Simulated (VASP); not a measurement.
# Ta2Ti (Immm) in VASP: single point with PBE

Aim: the single point of Ta2Ti with PBE.

All numbers are computed with VASP 6.6.1; they aren't measurements. Logs are shortened: lines on timing, memory, paths and dates and some standing lists are left out, and cuts for length are marked.

**1. The cell of the first run**

Symmetry: Immm, No. 71, orthorhombic system. Conventional cell: a = 2.783 Å, b = 4.659 Å, c = 8.369 Å, α = 90.00°, β = 90.00°, γ = 90.00°. Within 3.7 Å of Ti (site symmetry mmm) lie 2 Ti at 2.78 Å and 10 Ta at 2.79 to 3.05 Å. Ta (site symmetry mm2) has 7 Ta at 2.78 to 3.05 Å and 5 Ti at 2.79 to 3.05 Å within 3.7 Å.

**2. Single point, PBE**

Input file INCAR:

```
SYSTEM = Ta2Ti
PREC     = Accurate       ! precision mode
ENCUT    = 520            ! plane-wave cutoff, eV
EDIFF    = 1E-7           ! SCF threshold, eV
ISMEAR   = 0              ! smearing method
SIGMA    = 0.1            ! smearing width, eV
LREAL    = .FALSE.        ! projectors in reciprocal space
LASPH    = .TRUE.         ! aspherical terms in the spheres
NELM     = 100            ! most SCF steps
ALGO     = Fast           ! electronic algorithm
ISIF     = 2              ! what is computed and relaxed
LWAVE    = .FALSE.        ! write WAVECAR
LCHARG   = .FALSE.        ! write CHGCAR
GGA      = PE             ! functional
NBANDS   = 43             ! bands
```

Input file KPOINTS:

```
regular mesh
0
G
  4 4 6
  0 0 0
```

Input file POSCAR:

```
Ta2Ti
1.0
    4.6585147040      0.0000000000      0.0000000000
    0.0000000000      8.3687973227      0.0000000000
    0.0000000000      0.0000000000      2.7833655527
Ti Ta
2 4
Direct
    0.0000000000      0.0000000000      0.0000000000
    0.5000000000      0.5000000000      0.5000000000
    0.0000141070      0.3329924487      0.0000000000
    0.9999858930      0.6670075513      0.0000000000
    0.5000141070      0.1670075513      0.5000000000
    0.4999858930      0.8329924487      0.5000000000
```

Potentials or basis: VASP PAW PBE potentials, release 64 (Ti_sv, Ta_pv).

Started as:

```sh
cat potpaw_PBE.64/Ti_sv/POTCAR potpaw_PBE.64/Ta_pv/POTCAR > POTCAR
mpirun -np 1 vasp_std > vasp.out
```

OUTCAR:

```text
SYSTEM = Ta2Ti
   PREC = Accurate
   ENCUT = 520
   EDIFF = 1E-7
   ISMEAR = 0
   LREAL = .FALSE.
   LASPH = .TRUE.
   NELM = 100
   ISIF = 2
   GGA = PE

 ion  position               nearest neighbor table
   1  0.000  0.000  0.000-   3 2.79   4 2.79   5 3.05   6 3.05   5 3.05   6 3.05   5 3.05   5 3.05
                             6 3.05   6 3.05
   2  0.500  0.500  0.500-   5 2.79   6 2.79   3 3.05   4 3.05   3 3.05   4 3.05   3 3.05   3 3.05
                             4 3.05   4 3.05
   3  0.000  0.333  0.000-   1 2.79   4 2.80   5 3.05   5 3.05   5 3.05   5 3.05   2 3.05   2 3.05
                             2 3.05   2 3.05
   4  1.000  0.667  0.000-   1 2.79   3 2.80   6 3.05   6 3.05   6 3.05   6 3.05   2 3.05   2 3.05
                             2 3.05   2 3.05
   5  0.500  0.167  0.500-   2 2.79   6 2.80   3 3.05   3 3.05   3 3.05   3 3.05   1 3.05   1 3.05
                             1 3.05   1 3.05
   6  0.500  0.833  0.500-   2 2.79   5 2.80   4 3.05   4 3.05   4 3.05   4 3.05   1 3.05   1 3.05
                             1 3.05   1 3.05

  LATTYP: Found a simple orthorhombic cell.
 ALAT       =     2.7833655527
 B/A-ratio  =     1.6736984833
 C/A-ratio  =     3.0067187239

  Lattice vectors:

 A1 = (   0.0000000000,   0.0000000000,   2.7833655527)
 A2 = (   4.6585147040,   0.0000000000,   0.0000000000)
 A3 = (   0.0000000000,   8.3687973227,   0.0000000000)

Analysis of symmetry for initial positions (statically):
=====================================================================
 Subroutine PRICEL returns:
 Original cell was already a primitive cell.

 Routine SETGRP: Setting up the symmetry group for a
 simple orthorhombic supercell.

 Subroutine GETGRP returns: Found  8 space group operations
 (whereof  4 operations were pure point group operations)
 out of a pool of  8 trial point group operations.

The static configuration has the point symmetry C_2h.
 The point group associated with its full space group is D_2h.

Analysis of symmetry for dynamics (positions and initial velocities):
=====================================================================
 Subroutine PRICEL returns:
 Original cell was already a primitive cell.

 Routine SETGRP: Setting up the symmetry group for a
 simple orthorhombic supercell.

 Subroutine GETGRP returns: Found  8 space group operations
 (whereof  4 operations were pure point group operations)
 out of a pool of  8 trial point group operations.

The dynamic configuration has the point symmetry C_2h.
 The point group associated with its full space group is D_2h.

 Subroutine INISYM returns: Found  8 space group operations
 (whereof  4 operations are pure point group operations),
 and found     1 'primitive' translations

----------------------------------------------------------------------------------------

                                     Primitive cell

  volume of cell :     108.5127

  direct lattice vectors                    reciprocal lattice vectors
     4.658514704  0.000000000  0.000000000     0.214660694  0.000000000  0.000000000
     0.000000000  8.368797323  0.000000000     0.000000000  0.119491483  0.000000000
     0.000000000  0.000000000  2.783365553     0.000000000  0.000000000  0.359277278

  length of vectors
     4.658514704  8.368797323  2.783365553     0.214660694  0.119491483  0.359277278

  position of ions in fractional coordinates (direct lattice)
     0.000000000  0.000000000  0.000000000
     0.500000000  0.500000000  0.500000000
     0.000014107  0.332992449  0.000000000
     0.999985893  0.667007551  0.000000000
     0.500014107  0.167007551  0.500000000
     0.499985893  0.832992449  0.500000000

  ion indices of the primitive-cell ions
   primitive index   ion index
                 1           1
                 2           2
                 3           3
                 4           4
                 5           5
                 6           6

----------------------------------------------------------------------------------------

 KPOINTS: regular mesh

Automatic generation of k-mesh.
 Grid dimensions read from file:
 generate k-points for:    4    4    6

 Generating k-lattice:

  Cartesian coordinates                     Fractional coordinates (reciprocal lattice)
     0.053665174  0.000000000  0.000000000     0.250000000  0.000000000  0.000000000
     0.000000000  0.029872871  0.000000000     0.000000000  0.250000000  0.000000000
     0.000000000  0.000000000  0.059879546     0.000000000  0.000000000  0.166666667

  Length of vectors
     0.053665174  0.029872871  0.059879546

  Shift w.r.t. Gamma in fractional coordinates (k-lattice)
     0.000000000  0.000000000  0.000000000

 Subroutine IBZKPT returns following result:
 ===========================================

 Found     36 irreducible k-points:

 Following reciprocal coordinates:
            Coordinates               Weight
  0.000000  0.000000  0.000000      1.000000
  0.250000  0.000000  0.000000      2.000000
  0.500000  0.000000  0.000000      1.000000
  0.000000  0.250000  0.000000      2.000000
  0.250000  0.250000  0.000000      4.000000
  0.500000  0.250000  0.000000      2.000000
[... 16 lines left out ...]
  0.250000  0.250000  0.333333      8.000000
  0.500000  0.250000  0.333333      4.000000
 [... further k-points ...]
   k-points           NKPTS =     36   k-points in BZ     NKDIM =     36   number of bands    NBANDS=     43
   number of dos      NEDOS =    301   number of ions     NIONS =      6
   total plane-waves  NPLWV =  55296
   dimension x,y,z NGX =    36 NGY =   64 NGZ =   24
   dimension x,y,z NGXF=    72 NGYF=  128 NGZF=   48
   ions per type =               2   4
   NGX,Y,Z   is equivalent  to a cutoff of  12.85, 12.71, 14.33 a.u.
   NGXF,Y,Z  is equivalent  to a cutoff of  25.69, 25.43, 28.67 a.u.
 SYSTEM =  Ta2Ti
   PREC   = accura    normal or accurate (medium, high low for compatibility)
   ISTART =      0    job   : 0-new  1-cont  2-samecut
   ICHARG =      2    charge: 1-file 2-atom 10-const
   ISPIN  =      1    spin polarized calculation?
   LNONCOLLINEAR =      F non collinear calculations
   LSORBIT =      F    spin-orbit coupling
   LASPH  =      T    aspherical Exc in radial PAW
   ENCUT  =  520.0 eV  38.22 Ry    6.18 a.u.   8.66 15.56  5.18*2*pi/ulx,y,z
   NELM   =    100;   NELMIN=  2; NELMDL= -5     # of ELM steps
   EDIFF  = 0.1E-06   stopping-criterion for ELM
   LREAL  =      F    real-space projection
   EDIFFG = 0.1E-05   stopping-criterion for IOM
   NSW    =      0    number of steps for IOM
   IBRION =     -1    ionic relax: 0-MD 1-quasi-New 2-CG
   NFREE  =      0    steps in history (QN), initial steepest desc. (CG)
   ISIF   =      2    stress and relaxation
   ISYM   =      2    0-nonsym 1-usesym 2-fastsym
   POTIM  = 0.5000    time-step for ionic-motion
   TEBEG  =    0.0;   TEEND  =   0.0 temperature during run
   PSTRESS=    0.0 pullay stress
   NELECT =      68.0000    total number of electrons
   NUPDOWN=      -1.0000    fix difference up-down
   EMIN   =  10.00;   EMAX   =-10.00  energy-range for DOS
   EFERMI =   0.00;   METHOD = LEGACY
   ISMEAR =     0;   SIGMA  =   0.10  broadening in eV -4-tet -1-fermi 0-gaus
   EFERMI_NEDOS =   21; number of points for ismear=-14 and -15
   IALGO  =     68    algorithm
   IMIX   =      4    mixing-type and parameters
     AMIX     =   0.40;   BMIX     =  1.00
     AMIX_MAG =   1.60;   BMIX_MAG =  1.00
  volume/ion in A,a.u.               =      18.09       122.05
  Fermi-wavevector in a.u.,A,eV,Ry     =   1.400934  2.647381 26.702997  1.962615
  Thomas-Fermi vector in A             =   2.523845
   LORBIT       =      0    0 simple, 1 ext, 2 COOP (PROOUT), +10 PAW based schemes
   GGA     = PE    functional components
   LHFCALC =     F    Hartree Fock is set to
   AEXX    =    0.0000 exact exchange contribution
   IVDW    =     0    specifies the selected vdW correction
   LEPSILON=     F    determine dielectric tensor
   LRPA    =     F    only Hartree local field effects (RPA)
 non-spin polarized calculation
 RMM-DIIS sequential band-by-band and
 Gauss-broadening in eV      SIGMA  =   0.10
  energy-cutoff  :      520.00
  volume of cell :      108.51
 maximum number of plane-waves:      2948
 NGX is ok and might be reduce to    36
   NGX = 17   NGY = 31   NGZ = 11

 number of electron      68.0000007 magnetization

 Free energy of the ion-electron system (eV)
  ---------------------------------------------------
  ext. energy  EPLUGINS =         0.00000000
  ---------------------------------------------------
  free energy    TOTEN  =       -62.19495316 eV

  energy without entropy =      -62.15382370  energy(sigma->0) =      -62.17438843

 E-fermi :   6.3313     XC(G=0): -12.1772

 val. band max:        6.3305655495   @ k =   0.2500   0.5000   0.5000
 cond. band min:       6.3499228663   @ k =   0.2500   0.0000   0.0000
 fundamental gap:      0.0193573168
 Fermi energy:         6.3312690989

 k-point     1 :       0.0000    0.0000    0.0000
  band No.  band energies     occupation
      1     -50.2729      2.00000
      2     -50.2725      2.00000
      3     -27.8636      2.00000
      4     -27.8008      2.00000
      5     -27.7581      2.00000
      6     -27.6959      2.00000
[... 35 lines left out ...]
     42       8.6086      0.00000
     43       9.3037      0.00000

 k-point     2 :       0.2500    0.0000    0.0000
  band No.  band energies     occupation
      1     -50.2729      2.00000
      2     -50.2726      2.00000
      3     -27.8881      2.00000
      4     -27.8532      2.00000
      5     -27.7029      2.00000
      6     -27.6472      2.00000
[... 35 lines left out ...]
     42       8.2862      0.00000
     43       8.5047      0.00000

 k-point     3 :       0.5000    0.0000    0.0000
  band No.  band energies     occupation
      1     -50.2728      2.00000
      2     -50.2728      2.00000
      3     -27.8976      2.00000
      4     -27.8976      2.00000
      5     -27.6474      2.00000
      6     -27.6474      2.00000
[... 35 lines left out ...]
     42       8.2839      0.00000
     43       9.2389      0.00000

 k-point     4 :       0.0000    0.2500    0.0000
  band No.  band energies     occupation
      1     -50.2728      2.00000
      2     -50.2726      2.00000
      3     -27.8707      2.00000
      4     -27.8043      2.00000
      5     -27.7880      2.00000
      6     -27.7148      2.00000
[... 863 lines left out ...]
     42       8.8817      0.00000
     43       9.2621      0.00000

 k-point    23 :       0.2500    0.2500    0.3333
  band No.  band energies     occupation
      1     -50.2231      2.00000
      2     -50.2230      2.00000
      3     -27.8498      2.00000
      4     -27.8305      2.00000
      5     -27.7942      2.00000
      6     -27.7822      2.00000
[... 35 lines left out ...]
     42       8.7166      0.00000
     43       9.1057      0.00000

 k-point    24 :       0.5000    0.2500    0.3333
  band No.  band energies     occupation
      1     -50.2230      2.00000
      2     -50.2230      2.00000
      3     -27.8452      2.00000
      4     -27.8452      2.00000
      5     -27.7785      2.00000
      6     -27.7785      2.00000
[... 35 lines left out ...]
     42       8.1440      0.00000
     43       8.6857      0.00000

 [... further k-points ...]

------------------------ aborting loop because EDIFF is reached ----------------------------------------

  FORCE on cell =-STRESS in cart. coord.  units (eV):
  Direction    XX          YY          ZZ          XY          YZ          ZX
  --------------------------------------------------------------------------------------
  -------------------------------------------------------------------------------------
  Total       -0.0260472      0.0464067     -0.0011918      0.0000000      0.0000000      0.0000000
  in kB       -0.3845840      0.6851898     -0.0175969      0.0000000      0.0000000      0.0000000
  external PRESSURE =       0.0943363 kB  Pullay stress =       0.0000000 kB

 VOLUME and BASIS-vectors are now :
 -----------------------------------------------------------------------------
  energy-cutoff  :      520.00
  volume of cell :      108.51
      direct lattice vectors                 reciprocal lattice vectors
     4.658514704  0.000000000  0.000000000     0.214660694  0.000000000  0.000000000
     0.000000000  8.368797323  0.000000000     0.000000000  0.119491483  0.000000000
     0.000000000  0.000000000  2.783365553     0.000000000  0.000000000  0.359277278

 POSITION                                       TOTAL-FORCE (eV/Angst)
 -----------------------------------------------------------------------------------
      0.00000      0.00000      0.00000         0.000000     -0.000000      0.000000
      2.32926      4.18440      1.39168         0.000000     -0.000000      0.000000
      0.00007      2.78675      0.00000        -0.000188      0.001716     -0.000000
      4.65845      5.58205      0.00000         0.000188     -0.001716      0.000000
      2.32932      1.39765      1.39168        -0.000188     -0.001716      0.000000
      2.32919      6.97114      1.39168         0.000188      0.001716      0.000000
 -----------------------------------------------------------------------------------
    total drift:                                0.000000      0.000000      0.000000

  FREE ENERGIE OF THE ION-ELECTRON SYSTEM (eV)
  ---------------------------------------------------
  free  energy   TOTEN  =       -62.1949531599 eV

  energy  without entropy=      -62.1538236991  energy(sigma->0) =      -62.17438843
```

Wall time 5.4 min (1 thread of Intel Xeon Platinum 8488C (Sapphire Rapids), shared host); peak memory 0.3 GiB.

What came out:

* Free energy: -62.1950 eV
* Pressure: 0.0 GPa
* Band gap on the k mesh: zero (band 34 reaches 6.62 eV, above the bottom of band 35 at 6.09 eV)

Stress tensor (GPa, compression positive):
```
-0.04  0.00  0.00
 0.00  0.07  0.00
 0.00  0.00  0.00
```

Caveat: the k points lie up to 0.38 Å⁻¹ apart; spin-orbit coupling is left out, which moves the levels of the heavy elements.
